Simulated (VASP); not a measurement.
# Li2Be3C2 (P-3m1) in VASP: a series of runs

The runs below take Li2Be3C2 through single point, with PBE.

All numbers are computed with VASP 6.6.1; they aren't measurements. Logs are shortened: lines on timing, memory, paths and dates and some standing lists are left out, and cuts for length are marked.

**1. The cell of the first run**

It takes space group P-3m1 (No. 164, trigonal). The conventional cell has a = 2.991 Å, b = 2.991 Å, c = 7.474 Å, α = 90.00°, β = 90.00°, γ = 120.00°. Within 2.7 Å of Li (site symmetry 3m) lie 6 Be at 2.04 to 2.10 Å and 3 C at 2.67 Å. Be (site symmetry 3m) has 1 C at 0.96 Å within 1.3 Å. Be (site symmetry -3m) has 6 Li at 2.10 Å and 12 Be at 2.86 to 2.99 Å within 3.0 Å. Within 1.3 Å of C (site symmetry 3m) lie 1 Be at 0.96 Å.

The cell was generated, and may not be a known phase.

**2. Single point, PBE**

Contents of INCAR:

```
SYSTEM = Li2Be3C2
  ALGO = Normal
  EDIFF = 1E-6
  ENCUT = 520
  GGA = PE
  ISIF = 2
  ISMEAR = 0
  LASPH = .TRUE.
  LCHARG = .TRUE.
  LELF = .TRUE.
  LREAL = .FALSE.
  LVHAR = .TRUE.
  LWAVE = .FALSE.
  NBANDS = 19
  NELM = 60
  PREC = Accurate
  SIGMA = 0.1
```

Contents of KPOINTS:

```
k-points
0
G
  6 6 4
  0 0 0
```

Contents of POSCAR:

```
Li2Be3C2
1.0
    2.9905093500      0.0000000000      0.0000000000
   -1.4952546800      2.5898570700      0.0000000000
    0.0000000000      0.0000000000      7.4738499900
Li Be C
2 3 2
Direct
    0.6666666700      0.3333333300      0.8399000200
    0.3333333300      0.6666666700      0.1600999800
    0.3333333300      0.6666666700      0.6948999800
    0.6666666700      0.3333333300      0.3051000200
    0.0000000000      0.0000000000      0.0000000000
    0.3333333300      0.6666666700      0.5666000200
    0.6666666700      0.3333333300      0.4333999800
```

Potentials or basis: VASP PAW PBE potentials, release 64 (Li_sv, Be, C).

Command:

```bash
> cat potpaw_PBE.64/Li_sv/POTCAR potpaw_PBE.64/Be/POTCAR potpaw_PBE.64/C/POTCAR > POTCAR
> mpirun -np 1 vasp_std > vasp.out
```

OUTCAR:

```text
SYSTEM = Li2Be3C2
   EDIFF = 1E-6
   ENCUT = 520
   GGA = PE
   ISIF = 2
   ISMEAR = 0
   LASPH = .TRUE.
   LREAL = .FALSE.
   NELM = 60
   PREC = Accurate

 ion  position               nearest neighbor table
   1  0.667  0.333  0.840-   3 2.04   3 2.04   3 2.04   5 2.10   5 2.10   5 2.10
   2  0.333  0.667  0.160-   4 2.04   4 2.04   4 2.04   5 2.10   5 2.10   5 2.10
   3  0.333  0.667  0.695-   6 0.96   1 2.04   1 2.04   1 2.04
   4  0.667  0.333  0.305-   7 0.96   2 2.04   2 2.04   2 2.04
   5  0.000  0.000  0.000-   1 2.10   2 2.10   1 2.10   2 2.10   1 2.10   2 2.10
   6  0.333  0.667  0.567-   3 0.96   7 1.99   7 1.99   7 1.99
   7  0.667  0.333  0.433-   4 0.96   6 1.99   6 1.99   6 1.99

 -----------------------------------------------------------------------------
|                                                                             |
|           W    W    AA    RRRRR   N    N  II  N    N   GGGG   !!!           |
|           W    W   A  A   R    R  NN   N  II  NN   N  G    G  !!!           |
|           W    W  A    A  R    R  N N  N  II  N N  N  G       !!!           |
|           W WW W  AAAAAA  RRRRR   N  N N  II  N  N N  G  GGG   !            |
|           WW  WW  A    A  R   R   N   NN  II  N   NN  G    G                |
|           W    W  A    A  R    R  N    N  II  N    N   GGGG   !!!           |
|                                                                             |
|     The distance between some ions is very small. Please check the          |
|     nearest-neighbor list in the OUTCAR file.                               |
|     I HOPE YOU KNOW WHAT YOU ARE DOING!                                     |
|                                                                             |
 -----------------------------------------------------------------------------

  LATTYP: Found a hexagonal cell.
 ALAT       =     2.9905093500
 C/A-ratio  =     2.4991896414

  Lattice vectors:

 A1 = (   2.9905093500,   0.0000000000,   0.0000000000)
 A2 = (  -1.4952546800,   2.5898570700,   0.0000000000)
 A3 = (   0.0000000000,   0.0000000000,   7.4738499900)

Analysis of symmetry for initial positions (statically):
=====================================================================
 Subroutine PRICEL returns:
 Original cell was already a primitive cell.

 Routine SETGRP: Setting up the symmetry group for a
 hexagonal supercell.

 Subroutine GETGRP returns: Found 12 space group operations
 (whereof 12 operations were pure point group operations)
 out of a pool of 24 trial point group operations.

The static configuration has the point symmetry D_3d.

Analysis of symmetry for dynamics (positions and initial velocities):
=====================================================================
 Subroutine PRICEL returns:
 Original cell was already a primitive cell.

 Routine SETGRP: Setting up the symmetry group for a
 hexagonal supercell.

 Subroutine GETGRP returns: Found 12 space group operations
 (whereof 12 operations were pure point group operations)
 out of a pool of 24 trial point group operations.

The dynamic configuration has the point symmetry D_3d.

 Subroutine INISYM returns: Found 12 space group operations
 (whereof 12 operations are pure point group operations),
 and found     1 'primitive' translations

----------------------------------------------------------------------------------------

                                     Primitive cell

  volume of cell :      57.8849

  direct lattice vectors                    reciprocal lattice vectors
     2.990509350  0.000000000  0.000000000     0.334391197  0.193060848  0.000000000
    -1.495254680  2.589857070  0.000000000     0.000000000  0.386121694  0.000000000
     0.000000000  0.000000000  7.473849990     0.000000000  0.000000000  0.133799849

  length of vectors
     2.990509350  2.990509355  7.473849990     0.386121695  0.386121694  0.133799849

  position of ions in fractional coordinates (direct lattice)
     0.666666670  0.333333330  0.839900020
     0.333333330  0.666666670  0.160099980
     0.333333330  0.666666670  0.694899980
     0.666666670  0.333333330  0.305100020
     0.000000000  0.000000000  0.000000000
     0.333333330  0.666666670  0.566600020
     0.666666670  0.333333330  0.433399980

  ion indices of the primitive-cell ions
   primitive index   ion index
                 1           1
                 2           2
                 3           3
                 4           4
                 5           5
                 6           6
                 7           7

----------------------------------------------------------------------------------------

 KPOINTS: k-points

Automatic generation of k-mesh.
 Grid dimensions read from file:
 generate k-points for:    6    6    4

 Generating k-lattice:

  Cartesian coordinates                     Fractional coordinates (reciprocal lattice)
     0.055731866  0.032176808  0.000000000     0.166666667  0.000000000  0.000000000
     0.000000000  0.064353616  0.000000000     0.000000000  0.166666667  0.000000000
     0.000000000  0.000000000  0.033449962     0.000000000  0.000000000  0.250000000

  Length of vectors
     0.064353616  0.064353616  0.033449962

  Shift w.r.t. Gamma in fractional coordinates (k-lattice)
     0.000000000  0.000000000  0.000000000

 Subroutine IBZKPT returns following result:
 ===========================================

 Found     24 irreducible k-points:

 Following reciprocal coordinates:
            Coordinates               Weight
  0.000000  0.000000  0.000000      1.000000
  0.166667  0.000000  0.000000      6.000000
  0.333333  0.000000  0.000000      6.000000
  0.500000  0.000000  0.000000      3.000000
  0.166667  0.166667  0.000000      6.000000
  0.333333  0.166667  0.000000     12.000000
[... 16 lines left out ...]
  0.333333  0.166667  0.500000     12.000000
  0.333333  0.333333  0.500000      2.000000
   k-points           NKPTS =     24   k-points in BZ     NKDIM =     24   number of bands    NBANDS=     19
   number of dos      NEDOS =    301   number of ions     NIONS =      7
   total plane-waves  NPLWV =  32256
   dimension x,y,z NGX =    24 NGY =   24 NGZ =   56
   dimension x,y,z NGXF=    48 NGYF=   48 NGZF=  112
   ions per type =               2   3   2
   NGX,Y,Z   is equivalent  to a cutoff of  13.34, 13.34, 12.46 a.u.
   NGXF,Y,Z  is equivalent  to a cutoff of  26.68, 26.68, 24.91 a.u.
 SYSTEM =  Li2Be3C2
   PREC   = accura    normal or accurate (medium, high low for compatibility)
   ISTART =      0    job   : 0-new  1-cont  2-samecut
   ICHARG =      2    charge: 1-file 2-atom 10-const
   ISPIN  =      1    spin polarized calculation?
   LNONCOLLINEAR =      F non collinear calculations
   LSORBIT =      F    spin-orbit coupling
   LASPH  =      T    aspherical Exc in radial PAW
   ENCUT  =  520.0 eV  38.22 Ry    6.18 a.u.   5.56  5.56 13.90*2*pi/ulx,y,z
   NELM   =     60;   NELMIN=  2; NELMDL= -5     # of ELM steps
   EDIFF  = 0.1E-05   stopping-criterion for ELM
   LREAL  =      F    real-space projection
   EDIFFG = 0.1E-04   stopping-criterion for IOM
   NSW    =      0    number of steps for IOM
   IBRION =     -1    ionic relax: 0-MD 1-quasi-New 2-CG
   NFREE  =      0    steps in history (QN), initial steepest desc. (CG)
   ISIF   =      2    stress and relaxation
   ISYM   =      2    0-nonsym 1-usesym 2-fastsym
   POTIM  = 0.5000    time-step for ionic-motion
   TEBEG  =    0.0;   TEEND  =   0.0 temperature during run
   PSTRESS=    0.0 pullay stress
   NELECT =      20.0000    total number of electrons
   NUPDOWN=      -1.0000    fix difference up-down
   EMIN   =  10.00;   EMAX   =-10.00  energy-range for DOS
   EFERMI =   0.00;   METHOD = LEGACY
   ISMEAR =     0;   SIGMA  =   0.10  broadening in eV -4-tet -1-fermi 0-gaus
   EFERMI_NEDOS =   21; number of points for ismear=-14 and -15
   IALGO  =     38    algorithm
   IMIX   =      4    mixing-type and parameters
     AMIX     =   0.40;   BMIX     =  1.00
     AMIX_MAG =   1.60;   BMIX_MAG =  1.00
  volume/ion in A,a.u.               =       8.27        55.80
  Fermi-wavevector in a.u.,A,eV,Ry     =   1.148761  2.170844 17.954956  1.319652
  Thomas-Fermi vector in A             =   2.285434
   LORBIT       =      0    0 simple, 1 ext, 2 COOP (PROOUT), +10 PAW based schemes
   GGA     = PE    functional components
   LHFCALC =     F    Hartree Fock is set to
   AEXX    =    0.0000 exact exchange contribution
   IVDW    =     0    specifies the selected vdW correction
   LEPSILON=     F    determine dielectric tensor
   LRPA    =     F    only Hartree local field effects (RPA)
 non-spin polarized calculation
 Gauss-broadening in eV      SIGMA  =   0.10
  energy-cutoff  :      520.00
  volume of cell :       57.88
 maximum number of plane-waves:      1600
 NGX is ok and might be reduce to    24
   NGX = 11   NGY = 11   NGZ = 27

 number of electron      19.9999998 magnetization

 Free energy of the ion-electron system (eV)
  ---------------------------------------------------
  ext. energy  EPLUGINS =         0.00000000
  ---------------------------------------------------
  free energy    TOTEN  =         5.96299588 eV

  energy without entropy =        5.97005305  energy(sigma->0) =        5.96652446

 E-fermi :   4.9011     XC(G=0): -10.2956

 val. band max:        4.8641015580   @ k =   0.3333   0.0000   0.0000
 cond. band min:       4.9535710426   @ k =   0.3333   0.3333   0.5000
 fundamental gap:      0.0894694845
 Fermi energy:         4.9011232896

 k-point     1 :       0.0000    0.0000    0.0000
  band No.  band energies     occupation
      1     -40.9751      2.00000
      2     -40.9569      2.00000
      3      -9.3391      2.00000
      4      -3.3713      2.00000
      5      -1.9445      2.00000
      6       1.4343      2.00000
[... 11 lines left out ...]
     18      14.6888      0.00000
     19      16.0008      0.00000
[... 485 lines left out ...]
 k-point    24 :       0.3333    0.3333    0.5000
  band No.  band energies     occupation
      1     -40.9422      2.00000
      2     -40.9422      2.00000
      3      -5.0272      2.00000
      4      -5.0272      2.00000
      5      -1.5722      2.00000
      6       0.7828      2.00000
[... 11 lines left out ...]
     18      12.5513      0.00000
     19      13.9602      0.00000

------------------------ aborting loop because EDIFF is reached ----------------------------------------

  FORCE on cell =-STRESS in cart. coord.  units (eV):
  Direction    XX          YY          ZZ          XY          YZ          ZX
  --------------------------------------------------------------------------------------
  -------------------------------------------------------------------------------------
  Total        2.9688011      2.9688011    134.6978926     -0.0000000      0.0000000      0.0000000
  in kB       82.1724708     82.1724710   3728.2587474     -0.0000002      0.0000000      0.0000000
  external PRESSURE =    1297.5345631 kB  Pullay stress =       0.0000000 kB

 VOLUME and BASIS-vectors are now :
 -----------------------------------------------------------------------------
  energy-cutoff  :      520.00
  volume of cell :       57.88
      direct lattice vectors                 reciprocal lattice vectors
     2.990509350  0.000000000  0.000000000     0.334391197  0.193060848  0.000000000
    -1.495254680  2.589857070  0.000000000     0.000000000  0.386121694  0.000000000
     0.000000000  0.000000000  7.473849990     0.000000000  0.000000000  0.133799849

 POSITION                                       TOTAL-FORCE (eV/Angst)
 -----------------------------------------------------------------------------------
      1.49525      0.86329      6.27729         0.000000      0.000000     -0.341433
     -0.00000      1.72657      1.19656        -0.000000     -0.000000      0.341433
     -0.00000      1.72657      5.19358         0.000000      0.000000     69.484049
      1.49525      0.86329      2.28027        -0.000000     -0.000000    -69.484049
      0.00000      0.00000      0.00000        -0.000000      0.000000      0.000000
     -0.00000      1.72657      4.23468         0.000000     -0.000000    -71.742313
      1.49525      0.86329      3.23917         0.000000      0.000000     71.742313
 -----------------------------------------------------------------------------------
    total drift:                                0.000000      0.000000      0.000000

  FREE ENERGIE OF THE ION-ELECTRON SYSTEM (eV)
  ---------------------------------------------------
  free  energy   TOTEN  =         5.9629958766 eV

  energy  without entropy=        5.9700530506  energy(sigma->0) =        5.96652446
```

Wall time 16 s (1 thread of Intel Xeon 6975P-C (Granite Rapids), shared host); peak memory 0.18 GiB.

What came out:

```
Free energy            : 5.9630 eV
Largest force          : 71.742 eV/Å
Band gap on the k mesh : zero (bands 10 and 11 overlap by 2.00 eV)
```

Forces on the atoms (eV/Å):
```
Li    0.000   0.000  -0.341
Li    0.000   0.000   0.341
Be    0.000   0.000  69.484
Be    0.000   0.000 -69.484
Be    0.000   0.000   0.000
C     0.000   0.000 -71.742
C     0.000   0.000  71.742
```

Caveat: the k points lie up to 0.40 Å⁻¹ apart, too coarse for converged energies and pressures of a metal; the cutoff is under 1.25 times the usual one of these potentials, so pressure, stress and relaxed cells hold a basis-set (Pulay) error; atoms lie so close that the PAW spheres overlap strongly, which falsifies energies and pressures; forces of over 1 eV/Å act on the atoms, so gaps and moduli don't describe the material at rest.

**3. Single point, PBE**

This run uses another cell than the first one, of 12.46 Å³/atom.

Contents of INCAR:

```
PREC = Accurate ; ENCUT = 520
EDIFF = 1E-7 ; ISMEAR = 0
SIGMA = 0.1 ; LREAL = False
LASPH = True ; NELM = 100
ALGO = Normal ; ISIF = 2
LWAVE = False ; LCHARG = False
GGA = PE ; NBANDS = 19
```

Contents of KPOINTS:

```
regular mesh
0
Gamma
  18 18 4
```

Contents of POSCAR:

```
Li2Be3C2
1.0
    2.4204086191      0.0000000000      0.0000000000
   -1.2102043096      2.0961353517      0.0000000000
    0.0000000000      0.0000000000     17.1852573291
Li Be C
2 3 2
Direct
    0.6666666667      0.3333333333      0.8749322742
    0.3333333333      0.6666666667      0.1250677258
    0.3333333333      0.6666666667      0.7465884334
    0.6666666667      0.3333333333      0.2534115666
    0.0000000000      0.0000000000      0.0000000000
    0.3333333333      0.6666666667      0.5000008772
    0.6666666667      0.3333333333      0.4999991228
```

Potentials or basis: VASP PAW PBE potentials, release 64 (Li_sv, Be, C).

Command:

```bash
> cat potpaw_PBE.64/Li_sv/POTCAR potpaw_PBE.64/Be/POTCAR potpaw_PBE.64/C/POTCAR > POTCAR
> mpirun -np 1 vasp_std > vasp.out
```

Run time: 2.3 min. Hardware: 1 thread of Intel Xeon 6975P-C (Granite Rapids), shared host; peak memory 0.33 GiB.

Results (log left out):

```
Free energy            : -31.2238 eV
Band gap on the k mesh : zero (bands 10 and 11 overlap by 3.60 eV)
```

Levels at points of the mesh, in eV from the Fermi level:
| k point | band 8 | band 9 | band 10 | band 11 | band 12 | band 13 |
| --- | --- | --- | --- | --- | --- | --- |
| (0.00, 0.00, 0.00) | -3.52 | -2.68 | -2.68 | -2.14 | -1.79 | 3.16 |
| (0.50, 0.00, 0.00) | -1.47 | -1.39 | -0.25 | 0.29 | 2.04 | 2.15 |
| (0.00, 0.00, 0.50) | -3.53 | -2.68 | -2.68 | -2.07 | -1.86 | 3.42 |
| (0.50, 0.00, 0.50) | -1.48 | -1.39 | -0.25 | 0.29 | 2.03 | 2.17 |

Caveat: the cutoff is under 1.25 times the usual one of these potentials, so pressure, stress and relaxed cells hold a basis-set (Pulay) error.

The gap in the log of VASP goes by the Fermi energy; the results here count the filled bands.